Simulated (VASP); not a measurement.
**K2S: single point with HSE06**

K2S:

```
CELL_PARAMETERS angstrom
0.00000 3.70276 3.70276
3.70276 0.00000 3.70276
3.70276 3.70276 0.00000
ATOMIC_POSITIONS crystal
S 0.00000 0.00000 0.00000
K 0.25000 0.25000 0.25000
K 0.75000 0.75000 0.75000
```

```
Program             : VASP 6.6.1
Task                : single point
Functional          : HSE06
Potentials or basis : VASP PAW PBE potentials, release 64 (S, K_sv)
Cutoff              : 400 eV
k mesh              : 4 × 4 × 4
Occupations         : gaussian, width 0.01 eV
Spin                : no spin polarisation
```

| Quantity | Value |
| --- | --- |
| Pressure | 0.2 GPa |
| Band gap on the k mesh | 3.31 eV (least direct gap 3.49 eV) |

Levels at points of the mesh, in eV from the valence-band top:
```
           k point  band 9  band 10  band 11  band 12  band 13  band 14  band 15  band 16
(0.00, 0.00, 0.00)  -10.61    -0.18    -0.18    -0.18     3.31     6.70     6.70     8.76
(0.50, 0.00, 0.00)  -10.38    -0.64    -0.06    -0.06     5.72     6.07     6.95     6.95
(0.50, 0.50, 0.00)  -10.32    -0.76     0.00     0.00     4.44     6.45     7.81     8.00
```

Wall time 13 min on 1 thread of Intel(R) Xeon(R) Platinum 8375C CPU @ 2.90GHz (Ice Lake), on a shared host, peak memory 0.32 GiB.

Caveat: the PAW data sets were made with another functional, which shifts forces and pressure a little. A k mesh can miss the band edges.
